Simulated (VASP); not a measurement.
# SiC20: single point with LDA

The system is SiC20, a slab with vacuum.

```
CELL_PARAMETERS angstrom
4.88864 0.00000 0.00000
0.00000 6.73206 0.00000
0.00000 0.00000 19.87793
ATOMIC_POSITIONS crystal
C 0.18734 0.74999 0.20123
C 0.68734 0.74999 0.20123
C 0.31226 0.25001 0.21897
C 0.81226 0.25001 0.21897
C 0.06225 0.25001 0.25449
C 0.56225 0.25001 0.25449
C 0.18716 0.74999 0.27223
C 0.68716 0.74999 0.27223
C 0.43715 0.74999 0.30775
C 0.93715 0.74999 0.30775
C 0.03273 0.25936 0.32680
C 0.53273 0.25936 0.32680
C 0.27784 0.28807 0.36142
C 0.77784 0.28807 0.36142
C 0.46113 0.68096 0.37461
C 0.96113 0.68096 0.37461
C 0.21512 0.60060 0.39901
C 0.71512 0.60060 0.39901
C 0.24583 0.40383 0.42147
C 0.74583 0.40383 0.42147
Si 0.62083 0.15383 0.44811
```

```
Program                : VASP 6.6.1
Task                   : single point
Functional             : LDA
Potentials or basis    : VASP PAW LDA potentials, release 64 (C, Si)
Cutoff                 : 520 eV
k mesh                 : 6 × 4 × 1
Occupations            : gaussian, width 0.1 eV
Spin                   : no spin polarisation
Dipole correction      : yes
Further INCAR settings : LREAL = Auto; ALGO = Normal; EDIFF = 1e-07; NBANDS = 58
```

```
Largest force          : 2.629 eV/Å
Band gap on the k mesh : zero (bands 42 and 43 overlap by 0.18 eV)
```

Forces on the atoms (eV/Å):
```
C    0.116 -0.036  1.301
C    0.094 -0.100  1.213
C    0.033  0.057  1.938
C   -0.318  0.230  1.803
C   -1.061 -0.494 -1.981
C   -1.208 -0.739 -1.928
C    0.076  1.038 -2.090
C    0.135  1.061 -1.939
C    1.024 -0.451  0.628
C    1.120 -0.451  0.417
C    0.413  0.009 -0.395
C   -0.758  0.439 -0.790
C    0.130 -0.965 -0.844
C    0.950 -1.869 -1.276
C    0.199 -0.053 -0.148
C   -0.260 -0.269  0.022
C    0.011  0.304  0.568
C   -0.205  1.155  0.126
C   -0.882  0.058  0.772
C    0.371 -0.070  2.602
Si   0.022  1.146  0.001
```

Levels at points of the mesh, in eV from the Fermi level:
| k point | band 40 | band 41 | band 42 | band 43 | band 44 | band 45 |
| --- | --- | --- | --- | --- | --- | --- |
| (0.00, 0.00, 0.00) | -0.65 | -0.54 | -0.15 | 0.02 | 0.20 | 0.55 |
| (0.50, 0.00, 0.00) | -0.45 | -0.35 | 0.07 | 0.18 | 0.71 | 0.97 |
| (0.00, 0.50, 0.00) | -0.67 | -0.54 | -0.29 | -0.11 | 0.29 | 0.62 |
| (0.50, 0.50, 0.00) | -0.34 | -0.19 | 0.04 | 0.19 | 0.82 | 0.94 |

Wall time 19 min on 1 thread of Intel(R) Xeon(R) Platinum 8375C CPU @ 2.90GHz (Ice Lake) (shared host), peak memory 0.64 GiB.
